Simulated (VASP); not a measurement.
A run of VASP 6.6.1 is set up as follows.

INCAR

```
SYSTEM = ScB2
PREC = Accurate ; ENCUT = 500
EDIFF = 1E-6 ; ISMEAR = -1
SIGMA = 0.1 ; LREAL = .False.
LASPH = .True. ; NELM = 120
ALGO = Normal ; ISIF = 2
LWAVE = .False. ; LCHARG = .False.
NBANDS = 16 ; GGA_COMPAT = .False.
```

KPOINTS

```
regular mesh
0
Gamma
  7 7 5
  0 0 0
```

File POSCAR:

```
ScB2
1.0
    3.1500000000      0.0000000000      0.0000000000
   -1.5750000000      2.7279800000      0.0000000000
    0.0000000000      0.0000000000      3.5200000000
Sc B
1 2
Direct
    0.0000000000      0.0000000000      0.0000000000
    0.3333333333      0.6666666667      0.5000000000
    0.6666666667      0.3333333333      0.5000000000
```

Potentials or basis: VASP PAW LDA potentials, release 64 (Sc_sv, B).

Run with:

```sh
$ cat potpaw_LDA.64/Sc_sv/POTCAR potpaw_LDA.64/B/POTCAR > POTCAR
$ mpirun -np 1 vasp_std > vasp.out
```

Problem. Predict the pressure.

Solution. -9.2 GPa.

Problem. Estimate the band gap on the k mesh.

Solution. Zero (an odd number of electrons rules out a gap without spin polarisation).

Stress tensor (GPa, compression positive):
```
-9.96  0.00  0.00
 0.00 -9.96  0.00
 0.00  0.00 -7.68
```

Caveat: the cell stands under tension; an odd number of electrons without spin polarisation forces a metal; a magnetic or distorted state may lie lower.
